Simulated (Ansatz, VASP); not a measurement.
One calculation of KMgF3, two programs

```
K Mg F
1.0
     3.99125    0.00000    0.00000
     0.00000    3.99125    0.00000
     0.00000    0.00000    3.99125
K Mg F
1 1 3
Direct
  0.50000 0.50000 0.50000
  0.00000 0.00000 0.00000
  0.00000 0.50000 0.00000
  0.00000 0.00000 0.50000
  0.50000 0.00000 0.00000
```

Alike in both runs: task single point; functional PBEsol; k mesh 6 × 6 × 6; occupations gaussian, width 0.02 eV; no spin polarisation.

|  | VASP | Ansatz |
| --- | --- | --- |
| version | VASP 6.6.1 | Ansatz 0.2.0 |
| potentials or method | VASP PAW PBE potentials, release 64 (K_sv, Mg, F), cutoff 600 eV | scalar-relativistic, plane waves, PAW |
| valence electrons in the cell | 32 | 40 |

|  | VASP | Ansatz | Ansatz less VASP |
| --- | --- | --- | --- |
| gap on the k mesh at the Fermi level (eV) | 7.09 | 7.12 | +0.021 |
| least direct gap on the mesh (eV) | 7.42 | 7.44 | +0.020 |
| pressure (GPa) | -0.5 | 0.0 | +0.49 |

VASP's potentials were made for PBE, not for PBEsol. VASP's potentials hold 32 valence electrons a cell and Ansatz's 40, so a difference there can come from the potentials and not from the codes.
